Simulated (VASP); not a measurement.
Here is a VASP 6.6.1 calculation.

File INCAR:

```
SYSTEM = Al
PREC = Accurate
ENCUT = 520
EDIFF = 1E-7
ISMEAR = -1
SIGMA = 0.05
LREAL = Auto
LASPH = .True.
NELM = 60
ALGO = Normal
ISIF = 2
LWAVE = .False.
LCHARG = .True.
GGA = PS
LELF = .True.
LVHAR = .True.
NBANDS = 38
```

Contents of KPOINTS:

```
Automatic mesh
0
Gamma
  4 4 4
  0.5 0.5 0.5
```

File POSCAR:

```
Al
1.0
   -4.0479600000     -4.0479600000      4.0479600000
    4.0479600000     -4.0479600000     -4.0479600000
    4.0479600000      4.0479600000      4.0479600000
Al
16
Direct
    0.2564232354      0.7530772290      0.0055350102
   -0.0038717033      0.7421083706      0.2500161810
    0.5065389727      0.5080919772      0.0050898477
    0.2418918418      0.4951537318      0.2518942875
   -0.0059852370      0.5085088538      0.5048395982
    0.7361248629      0.7468570589      0.4915333897
    0.4840076236      0.7476635145      0.7508852607
    0.0022217364     -0.0137832390     -0.0028711993
    0.7615374164      0.2382886689     -0.0148222809
    0.4965740768      0.2416665431      0.2365032016
    0.2662092758      0.2673902410      0.5076894287
    0.0049657111      0.2546782824      0.7485322236
    0.7453839712      0.4938263965      0.7557614206
    0.7714378354      0.0177624038      0.2673986403
    0.4965561666     -0.0051224567      0.4920690916
    0.2399844613      0.0038324242      0.7499458987
```

Potentials or basis: VASP PAW PBE potentials, release 64 (Al).

Command:

```sh
$ cat potpaw_PBE.64/Al/POTCAR > POTCAR
$ mpirun -np 1 vasp_std > vasp.out
```

Question: Predict the largest force.

Answer: 0.535 eV/Å.

Question: Estimate the pressure.

Answer: -1.4 GPa.

Question: Predict the band gap on the k mesh.

Answer: Zero (bands 24 and 25 overlap by 1.16 eV).

Forces on the atoms (eV/Å):
```
Al  -0.086  0.193 -0.006
Al   0.096 -0.211  0.010
Al  -0.023  0.217 -0.058
Al  -0.140 -0.241 -0.008
Al  -0.095  0.121  0.010
Al   0.029  0.076  0.278
Al  -0.045 -0.392  0.169
Al   0.243  0.078 -0.186
Al   0.370  0.382 -0.060
Al   0.214 -0.152  0.149
Al  -0.214  0.415 -0.036
Al   0.069 -0.054  0.090
Al  -0.123 -0.339 -0.107
Al  -0.245  0.072 -0.279
Al   0.185  0.088 -0.014
Al  -0.234 -0.254  0.049
```

Caveat: the atoms stand as in a frame of molecular dynamics; the PAW data sets were made with another functional, which shifts forces and pressure a little.
